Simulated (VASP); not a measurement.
# SrO (Fm-3m) in VASP: further runs

SrO is run at these levels: HSE06; tasks: single point.

All numbers are computed with VASP 6.6.1; they aren't measurements. Logs are shortened: lines on timing, memory, paths and dates and some standing lists are left out, and cuts for length are marked.

## 1. The cell of the first run

The structure is cubic, space group Fm-3m (No. 225). The conventional cell has a = 5.005 Å, b = 5.005 Å, c = 5.005 Å, α = 90.00°, β = 90.00°, γ = 90.00°. Sr (site symmetry m-3m) has 6 O at 2.50 Å within 3.3 Å. O (site symmetry m-3m) has 6 Sr at 2.50 Å within 3.3 Å.

## 2. Single point, HSE06 (strain -3.0%)

POSCAR reads:

```
SrO
1.0
    0.0000000000      2.5024955561      2.5024955561
    2.5024955561      0.0000000000      2.5024955561
    2.5024955561      2.5024955561      0.0000000000
Sr O
1 1
Direct
    0.0000000000      0.0000000000      0.0000000000
    0.5000000000      0.5000000000      0.5000000000
```

INCAR.step1 reads:

```
SYSTEM = SrO
PREC = Accurate
ENCUT = 520
EDIFF = 1E-5
ISMEAR = 0
SIGMA = 0.01
LREAL = .FALSE.
LASPH = .TRUE.
NELM = 80
ALGO = Normal
ISIF = 2
LWAVE = .TRUE.
LCHARG = .FALSE.
GGA = PE
NBANDS = 15
```

INCAR.step2 reads:

```
SYSTEM = SrO
PREC = Accurate
ENCUT = 520
EDIFF = 1E-6
ISMEAR = 0
SIGMA = 0.01
LREAL = .FALSE.
LASPH = .TRUE.
NELM = 80
ALGO = Normal
ISIF = 2
LWAVE = .FALSE.
LCHARG = .FALSE.
GGA = PE
LHFCALC = .TRUE.
HFSCREEN = 0.2079
PRECFOCK = Normal
ISTART = 1
NBANDS = 15
```

KPOINTS reads:

```
regular mesh
0
G
  6 6 6
  0 0 0
```

Potentials or basis: VASP PAW PBE potentials, release 64 (Sr_sv, O).

Started as:

```
$ cat potpaw_PBE.64/Sr_sv/POTCAR potpaw_PBE.64/O/POTCAR > POTCAR
$ cp INCAR.step1 INCAR
$ mpirun -np 1 vasp_std > vasp.out
$ cp INCAR.step2 INCAR
$ mpirun -np 1 vasp_std > vasp.out
```

OUTCAR:

```text
SYSTEM = SrO
   PREC = Accurate
   ENCUT = 520
   EDIFF = 1E-6
   ISMEAR = 0
   LREAL = .FALSE.
   LASPH = .TRUE.
   NELM = 80
   ISIF = 2
   GGA = PE
   LHFCALC = .TRUE.
   HFSCREEN = 0.2079
   PRECFOCK = Normal
   ISTART = 1

 ion  position               nearest neighbor table
   1  0.000  0.000  0.000-   2 2.50   2 2.50   2 2.50   2 2.50   2 2.50   2 2.50
   2  0.500  0.500  0.500-   1 2.50   1 2.50   1 2.50   1 2.50   1 2.50   1 2.50

  LATTYP: Found a face centered cubic cell.
 ALAT       =     5.0049911122

  Lattice vectors:

 A1 = (   0.0000000000,   2.5024955561,   2.5024955561)
 A2 = (   2.5024955561,   0.0000000000,   2.5024955561)
 A3 = (   2.5024955561,   2.5024955561,   0.0000000000)

Analysis of symmetry for initial positions (statically):
=====================================================================
 Subroutine PRICEL returns:
 Original cell was already a primitive cell.

 Routine SETGRP: Setting up the symmetry group for a
 face centered cubic supercell.

 Subroutine GETGRP returns: Found 48 space group operations
 (whereof 48 operations were pure point group operations)
 out of a pool of 48 trial point group operations.

The static configuration has the point symmetry O_h .

Analysis of symmetry for dynamics (positions and initial velocities):
=====================================================================
 Subroutine PRICEL returns:
 Original cell was already a primitive cell.

 Routine SETGRP: Setting up the symmetry group for a
 face centered cubic supercell.

 Subroutine GETGRP returns: Found 48 space group operations
 (whereof 48 operations were pure point group operations)
 out of a pool of 48 trial point group operations.

The dynamic configuration has the point symmetry O_h .

 Subroutine INISYM returns: Found 48 space group operations
 (whereof 48 operations are pure point group operations),
 and found     1 'primitive' translations

----------------------------------------------------------------------------------------

                                     Primitive cell

  volume of cell :      31.3437

  direct lattice vectors                    reciprocal lattice vectors
     0.000000000  2.502495556  2.502495556    -0.199800555  0.199800555  0.199800555
     2.502495556  0.000000000  2.502495556     0.199800555 -0.199800555  0.199800555
     2.502495556  2.502495556  0.000000000     0.199800555  0.199800555 -0.199800555

  length of vectors
     3.539063155  3.539063155  3.539063155     0.346064712  0.346064712  0.346064712

  position of ions in fractional coordinates (direct lattice)
     0.000000000  0.000000000  0.000000000
     0.500000000  0.500000000  0.500000000

  ion indices of the primitive-cell ions
   primitive index   ion index
                 1           1
                 2           2

----------------------------------------------------------------------------------------

 KPOINTS: regular mesh

Automatic generation of k-mesh.
 Grid dimensions read from file:
 generate k-points for:    6    6    6

 Generating k-lattice:

  Cartesian coordinates                     Fractional coordinates (reciprocal lattice)
    -0.033300092  0.033300092  0.033300092     0.166666667  0.000000000  0.000000000
     0.033300092 -0.033300092  0.033300092     0.000000000  0.166666667  0.000000000
     0.033300092  0.033300092 -0.033300092     0.000000000  0.000000000  0.166666667

  Length of vectors
     0.057677452  0.057677452  0.057677452

  Shift w.r.t. Gamma in fractional coordinates (k-lattice)
     0.000000000  0.000000000  0.000000000

 Subroutine IBZKPT returns following result:
 ===========================================

 Found     16 irreducible k-points:

 Following reciprocal coordinates:
            Coordinates               Weight
  0.000000  0.000000  0.000000      1.000000
  0.166667  0.000000  0.000000      8.000000
  0.333333  0.000000  0.000000      8.000000
  0.500000  0.000000  0.000000      4.000000
  0.166667  0.166667  0.000000      6.000000
  0.333333  0.166667  0.000000     24.000000
[... 8 lines left out ...]
 -0.333333  0.333333  0.166667     24.000000
 -0.333333  0.500000  0.166667     12.000000
   k-points           NKPTS =     16   k-points in BZ     NKDIM =    216   number of bands    NBANDS=     15
   number of dos      NEDOS =    301   number of ions     NIONS =      2
   total plane-waves  NPLWV =  21952
   dimension x,y,z NGX =    28 NGY =   28 NGZ =   28
   dimension x,y,z NGXF=    56 NGYF=   56 NGZF=   56
   ions per type =               1   1
   NGX,Y,Z   is equivalent  to a cutoff of  13.15, 13.15, 13.15 a.u.
   NGXF,Y,Z  is equivalent  to a cutoff of  26.31, 26.31, 26.31 a.u.
 SYSTEM =  SrO
   PREC   = accura    normal or accurate (medium, high low for compatibility)
   ISTART =      1    job   : 0-new  1-cont  2-samecut
   ICHARG =      0    charge: 1-file 2-atom 10-const
   ISPIN  =      1    spin polarized calculation?
   LNONCOLLINEAR =      F non collinear calculations
   LSORBIT =      F    spin-orbit coupling
   LASPH  =      T    aspherical Exc in radial PAW
   ENCUT  =  520.0 eV  38.22 Ry    6.18 a.u.   6.58  6.58  6.58*2*pi/ulx,y,z
   NELM   =     80;   NELMIN=  2; NELMDL=  0     # of ELM steps
   EDIFF  = 0.1E-05   stopping-criterion for ELM
   LREAL  =      F    real-space projection
   EDIFFG = 0.1E-04   stopping-criterion for IOM
   NSW    =      0    number of steps for IOM
   IBRION =     -1    ionic relax: 0-MD 1-quasi-New 2-CG
   NFREE  =      0    steps in history (QN), initial steepest desc. (CG)
   ISIF   =      2    stress and relaxation
   ISYM   =      3    0-nonsym 1-usesym 2-fastsym
   POTIM  = 0.5000    time-step for ionic-motion
   TEBEG  =    0.0;   TEEND  =   0.0 temperature during run
   PSTRESS=    0.0 pullay stress
   NELECT =      16.0000    total number of electrons
   NUPDOWN=      -1.0000    fix difference up-down
   EMIN   =  10.00;   EMAX   =-10.00  energy-range for DOS
   EFERMI =   0.00;   METHOD = LEGACY
   ISMEAR =     0;   SIGMA  =   0.01  broadening in eV -4-tet -1-fermi 0-gaus
   EFERMI_NEDOS =   21; number of points for ismear=-14 and -15
   IALGO  =     38    algorithm
   IMIX   =      1    mixing-type and parameters
     AMIX     =   0.40;   BMIX     =  1.00
     AMIX_MAG =   1.60;   BMIX_MAG =  1.00
  volume/ion in A,a.u.               =      15.67       105.76
  Fermi-wavevector in a.u.,A,eV,Ry     =   1.308373  2.472466 23.290989  1.711839
  Thomas-Fermi vector in A             =   2.439044
   LORBIT       =      0    0 simple, 1 ext, 2 COOP (PROOUT), +10 PAW based schemes
   GGA     = PE    functional components
   LHFCALC =     T    Hartree Fock is set to
   PRECFOCK=normal    Normal, Fast or Accurate (Low or Medium for compatibility)
   ENCUT4O =  -1.0   cutoff for four orbital integrals eV
   NKREDX  =     1    reduce k-point grid by
   NKREDY  =     1    reduce k-point grid by
   NKREDZ  =     1    reduce k-point grid by
   AEXX    =    0.2500 exact exchange contribution
   HFSCREEN=    0.2079 screening length (either q_TF or 0.3 A-1)
   HFSCREENC=   0.2079 screening length for correlation (either q_TF or 0.3 A-1)
   ENCUTFOCK=  -1.0 apply spherical cutoff to Coloumb kernel
   IVDW    =     0    specifies the selected vdW correction
   LEPSILON=     F    determine dielectric tensor
   LRPA    =     F    only Hartree local field effects (RPA)
 non-spin polarized calculation
 Gauss-broadening in eV      SIGMA  =   0.01
  energy-cutoff  :      520.00
  volume of cell :       31.34
 maximum number of plane-waves:       869
 NGX is ok and might be reduce to    28
  NGX = 20; NGY = 20; NGZ = 20

 number of electron      16.0000000 magnetization

 Free energy of the ion-electron system (eV)
  ---------------------------------------------------
  ext. energy  EPLUGINS =         0.00000000
  ---------------------------------------------------
  free energy    TOTEN  =       -14.08743079 eV

  energy without entropy =      -14.08743079  energy(sigma->0) =      -14.08743079

 E-fermi :   1.0801     XC(G=0):  -8.5722

 val. band max:        0.9733690300   @ k =   0.0000   0.0000   0.0000
 cond. band min:       5.6744068996   @ k =   0.5000   0.5000   0.0000
 fundamental gap:      4.7010378695
 Fermi energy:         1.0800684094

 k-point     1 :       0.0000    0.0000    0.0000
  band No.  band energies     occupation
      1     -33.0701      2.00000
      2     -15.6894      2.00000
      3     -13.3146      2.00000
      4     -13.3146      2.00000
      5     -13.3146      2.00000
      6       0.9734      2.00000
      7       0.9734      2.00000
      8       0.9734      2.00000
      9       7.1050      0.00000
     10       9.0450      0.00000
     11       9.0450      0.00000
     12       9.0450      0.00000
     13      11.4825      0.00000
     14      11.4825      0.00000
     15      15.7056      0.00000

 k-point     2 :       0.1667    0.0000    0.0000
  band No.  band energies     occupation
      1     -33.0179      2.00000
      2     -16.1706      2.00000
      3     -13.3376      2.00000
      4     -13.3376      2.00000
      5     -12.9449      2.00000
      6       0.2076      2.00000
      7       0.5771      2.00000
      8       0.5771      2.00000
      9       8.3332      0.00000
     10       8.8169      0.00000
     11       9.6636      0.00000
     12       9.6636      0.00000
     13      12.3346      0.00000
     14      12.3346      0.00000
     15      17.6056      0.00000
[... 221 lines left out ...]
      3     -14.0445      2.00000
      4     -13.8815      2.00000
      5     -12.7780      2.00000
      6      -0.5464      2.00000
      7       0.2744      2.00000
      8       0.3655      2.00000
      9       9.1126      0.00000
     10       9.2365      0.00000
     11      12.4886      0.00000
     12      13.6060      0.00000
     13      15.2448      0.00000
     14      16.9586      0.00000
     15      17.5915      0.00000

 k-point    16 :      -0.3333    0.5000    0.1667
  band No.  band energies     occupation
      1     -32.7949      2.00000
      2     -16.2000      2.00000
      3     -14.4375      2.00000
      4     -14.0322      2.00000
      5     -13.0654      2.00000
      6      -0.0530      2.00000
      7       0.6142      2.00000
      8       0.7049      2.00000
      9       7.2612      0.00000
     10      10.6945      0.00000
     11      11.9150      0.00000
     12      14.6717      0.00000
     13      14.7792      0.00000
     14      16.9389      0.00000
     15      17.4027      0.00000

------------------------ aborting loop because EDIFF is reached ----------------------------------------

  FORCE on cell =-STRESS in cart. coord.  units (eV):
  Direction    XX          YY          ZZ          XY          YZ          ZX
  --------------------------------------------------------------------------------------
  -------------------------------------------------------------------------------------
  Total        2.0908364      2.0908364      2.0908364      0.0000000      0.0000000     -0.0000000
  in kB      106.8761260    106.8761260    106.8761260      0.0000000      0.0000000     -0.0000000
  external PRESSURE =     106.8761260 kB  Pullay stress =       0.0000000 kB

 VOLUME and BASIS-vectors are now :
 -----------------------------------------------------------------------------
  energy-cutoff  :      520.00
  volume of cell :       31.34
      direct lattice vectors                 reciprocal lattice vectors
     0.000000000  2.502495556  2.502495556    -0.199800555  0.199800555  0.199800555
     2.502495556  0.000000000  2.502495556     0.199800555 -0.199800555  0.199800555
     2.502495556  2.502495556  0.000000000     0.199800555  0.199800555 -0.199800555

 POSITION                                       TOTAL-FORCE (eV/Angst)
 -----------------------------------------------------------------------------------
      0.00000      0.00000      0.00000         0.000000      0.000000      0.000000
      2.50250      2.50250      2.50250        -0.000000     -0.000000     -0.000000
 -----------------------------------------------------------------------------------
    total drift:                                0.000000     -0.000000     -0.000000

  FREE ENERGIE OF THE ION-ELECTRON SYSTEM (eV)
  ---------------------------------------------------
  free  energy   TOTEN  =       -14.0874307935 eV

  energy  without entropy=      -14.0874307935  energy(sigma->0) =      -14.08743079
```

Run time: 12 min. Hardware: 1 thread of Intel Xeon 6975P-C (Granite Rapids), shared host; peak memory 0.27 GiB.

Results:

- Free energy: -14.0874 eV
- Pressure: 10.7 GPa
- Band gap on the k mesh: 4.70 eV (least direct gap 4.73 eV)

Caveat: the cell differs from its parent crystal (strain -3.0%); the cell stands under pressure; the PAW data sets were made with another functional, which shifts forces and pressure a little. A k mesh can miss the band edges.

## 3. Single point, HSE06 (strain -2.0%)

POSCAR reads:

```
SrO
1.0
    0.0000000000      2.5282944794      2.5282944794
    2.5282944794      0.0000000000      2.5282944794
    2.5282944794      2.5282944794      0.0000000000
Sr O
1 1
Direct
    0.0000000000      0.0000000000      0.0000000000
    0.5000000000      0.5000000000      0.5000000000
```

INCAR.step1 is that of step 2.

Changes to INCAR.step2 since step 2:

```diff
@@ -3,3 +3,3 @@
 ENCUT = 520
-EDIFF = 1E-6
+EDIFF = 1E-7
 ISMEAR = 0
```

KPOINTS is that of step 2.

Potentials or basis: VASP PAW PBE potentials, release 64 (Sr_sv, O).

Started as:

```
$ cat potpaw_PBE.64/Sr_sv/POTCAR potpaw_PBE.64/O/POTCAR > POTCAR
$ cp INCAR.step1 INCAR
$ mpirun -np 1 vasp_std > vasp.out
$ cp INCAR.step2 INCAR
$ mpirun -np 1 vasp_std > vasp.out
```

It took 13 min on 1 thread of Intel Xeon 6975P-C (Granite Rapids), shared host; peak memory 0.27 GiB.

Results (log left out):

* Free energy: -14.1410 eV
* Pressure: 6.7 GPa
* Band gap on the k mesh: 4.72 eV (least direct gap 4.78 eV)

Levels at points of the mesh, in eV from the valence-band top:
| k point | band 4 | band 5 | band 6 | band 7 | band 8 | band 9 | band 10 | band 11 | band 12 | band 13 |
| --- | --- | --- | --- | --- | --- | --- | --- | --- | --- | --- |
| (0.00, 0.00, 0.00) | -14.43 | -14.43 | 0.00 | 0.00 | 0.00 | 5.87 | 8.00 | 8.00 | 8.00 | 10.36 |
| (0.50, 0.00, 0.00) | -14.52 | -13.39 | -2.37 | -1.31 | -1.31 | 8.49 | 10.43 | 11.03 | 11.03 | 14.50 |
| (0.50, 0.50, 0.00) | -14.89 | -14.89 | -0.38 | -0.06 | -0.06 | 4.72 | 9.98 | 12.40 | 12.66 | 13.51 |

Caveat: the cell differs from its parent crystal (strain -2.0%); the cell stands under pressure; the PAW data sets were made with another functional, which shifts forces and pressure a little.

## 4. Single point, HSE06 (strain -4.0%)

POSCAR reads:

```
SrO
1.0
    0.0000000000      2.4766966328      2.4766966328
    2.4766966328      0.0000000000      2.4766966328
    2.4766966328      2.4766966328      0.0000000000
Sr O
1 1
Direct
    0.0000000000      0.0000000000      0.0000000000
    0.5000000000      0.5000000000      0.5000000000
```

INCAR.step1 reads:

```
ALGO     = Normal         # electronic algorithm
EDIFF    = 1E-5           # SCF threshold, eV
ENCUT    = 520            # plane-wave cutoff, eV
GGA      = PE             # functional
ISIF     = 2              # what is computed and relaxed
ISMEAR   = 0              # smearing method
LASPH    = True           # aspherical terms in the spheres
LREAL    = False          # projectors in reciprocal space
LWAVE    = True           # write WAVECAR
NBANDS   = 15             # bands
NELM     = 80             # most SCF steps
PREC     = Accurate       # precision mode
SIGMA    = 0.01           # smearing width, eV
```

INCAR.step2 reads:

```
ALGO     = Normal         # electronic algorithm
EDIFF    = 1E-6           # SCF threshold, eV
ENCUT    = 520            # plane-wave cutoff, eV
GGA      = PE             # functional
HFSCREEN = 0.2079         # screening, 1/A
ISIF     = 2              # what is computed and relaxed
ISMEAR   = 0              # smearing method
ISTART   = 1            
LASPH    = True           # aspherical terms in the spheres
LCHARG   = True           # write CHGCAR
LELF     = True           # ELF
LHFCALC  = True           # exact exchange
LREAL    = False          # projectors in reciprocal space
LVHAR    = True         
LWAVE    = False          # write WAVECAR
NBANDS   = 15             # bands
NELM     = 80             # most SCF steps
PREC     = Accurate       # precision mode
PRECFOCK = Normal       
SIGMA    = 0.01           # smearing width, eV
```

KPOINTS reads:

```
k-points
0
Gamma
  6 6 6
```

Started as:

```
$ cat potpaw_PBE.64/Sr_sv/POTCAR potpaw_PBE.64/O/POTCAR > POTCAR
$ cp INCAR.step1 INCAR
$ mpirun -np 1 vasp_std > vasp.out
$ cp INCAR.step2 INCAR
$ mpirun -np 1 vasp_std > vasp.out
```

It took 18 min on 1 thread of AMD EPYC 7R13 (Zen 3), shared host; peak memory 0.23 GiB.

It converged, with:

```yaml
Free_energy: -14.0093 eV
Pressure: 15.3 GPa
Band_gap_on_the_k_mesh: 4.67 eV
```

Levels at points of the mesh, in eV from the valence-band top:
| k point | band 6 | band 7 | band 8 | band 9 | band 10 | band 11 |
| --- | --- | --- | --- | --- | --- | --- |
| (0.00, 0.00, 0.00) | 0.00 | 0.00 | 0.00 | 6.40 | 8.14 | 8.14 |
| (0.50, 0.00, 0.00) | -2.51 | -1.46 | -1.46 | 8.79 | 10.99 | 11.42 |
| (0.50, 0.50, 0.00) | -0.22 | 0.00 | 0.00 | 4.67 | 10.52 | 12.84 |

Caveat: the cell differs from its parent crystal (strain -4.0%); the cell stands under pressure; the PAW data sets were made with another functional, which shifts forces and pressure a little.

## 5. Summary

| cell | gap on the mesh (eV) | pressure (GPa) |
| --- | --- | --- |
| a = 3.539 Å, angles 60.0°, 2 atoms | 4.70 | 10.7 |
| a = 3.576 Å, angles 60.0°, 2 atoms | 4.72 | 6.7 |
| a = 3.503 Å, angles 60.0°, 2 atoms | 4.67 | 15.3 |

Alike in all rows: task single point; level HSE06; potentials or basis VASP PAW PBE potentials, release 64 (Sr_sv, O); no spin polarisation; k mesh 6 × 6 × 6; cutoff (eV) 520; smearing gaussian 0.01 eV.

Caveats: the cell stands under pressure; the PAW data sets were made with another functional, which shifts forces and pressure a little.

Absolute energies hang on the potentials; compare differences alone.
